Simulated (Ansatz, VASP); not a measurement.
**One calculation of SiC, two programs**

INCAR

```
PREC = Accurate
ENCUT = 520
EDIFF = 1E-7
ISMEAR = 0
SIGMA = 0.05
LREAL = F
LASPH = T
NELM = 80
ALGO = Normal
ISIF = 2
LWAVE = F
LCHARG = F
GGA = CA
NBANDS = 16
```

Contents of KPOINTS:

```
regular mesh
0
Gamma
  12 12 6
```

The input POSCAR:

```
SiC
1.0
    3.0838793107      0.0000000000      0.0000000000
   -1.5419396554      2.6707178252      0.0000000000
    0.0000000000      0.0000000000      4.9264971988
Si C
2 2
Direct
    0.3333333333      0.6666666667      0.0046041256
    0.6666666667      0.3333333333      0.5046041256
    0.3333333333      0.6666666667      0.3654442382
    0.6666666667      0.3333333333      0.8654442382
```

Input for Ansatz:

```yaml
crystal:
  lattice:
    - [3.0838793107, 0.0, 0.0]
    - [-1.5419396554, 2.6707178252, 0.0]
    - [0.0, 0.0, 4.9264971988]
  atoms:
    - { symbol: Si, position: [0.3333333333, 0.6666666667, 0.0046041256] }
    - { symbol: Si, position: [0.6666666667, 0.3333333333, 0.5046041256] }
    - { symbol: C, position: [0.3333333333, 0.6666666667, 0.3654442382] }
    - { symbol: C, position: [0.6666666667, 0.3333333333, 0.8654442382] }
basis:
  ecutwfc: 520.0
kpoints:
  mp_grid: { grid: [12, 12, 6] }
hamiltonian:
  xc: lda
  pseudopotentials: { kind: paw, azcp: { folder: soft_1 } }
scf:
  occupations: { method: gaussian, width: 0.05 }
output:
  forces: true
  stress: true
  eigenvalues: true
```

Alike in both runs: task single point; functional LDA; k mesh 12 × 12 × 6; occupations gaussian, width 0.05 eV; no spin polarisation.

|  | VASP | Ansatz |
| --- | --- | --- |
| version | VASP 6.6.1 | Ansatz 0.2.0 |
| potentials or method | VASP PAW LDA potentials, release 64 (Si, C), cutoff 520 eV | scalar-relativistic, plane waves, PAW |
| valence electrons in the cell | 16 | 16 |

VASP gave:

- gap on the k mesh at the Fermi level (eV): 1.74
- least direct gap on the mesh (eV): 3.51
- pressure (GPa): 2.2
- traceless stress, the component that is largest in VASP (GPa): 19.52
- rms of the force components (eV/Å): 1.205

Question: Which values does Ansatz return?

Answer: gap on the k mesh at the Fermi level (eV): 1.75; least direct gap on the mesh (eV): 3.52; pressure (GPa): 1.8; traceless stress, the component that is largest in VASP (GPa): 19.44; rms of the force components (eV/Å): 1.205.

Ansatz warns that its potentials were made for another functional, while VASP's fit it. LDA's correlation is that of Perdew and Zunger in VASP and of Perdew and Wang (1992) in Ansatz. Atom by atom the forces differ by 0.000 eV/Å (rms over components).
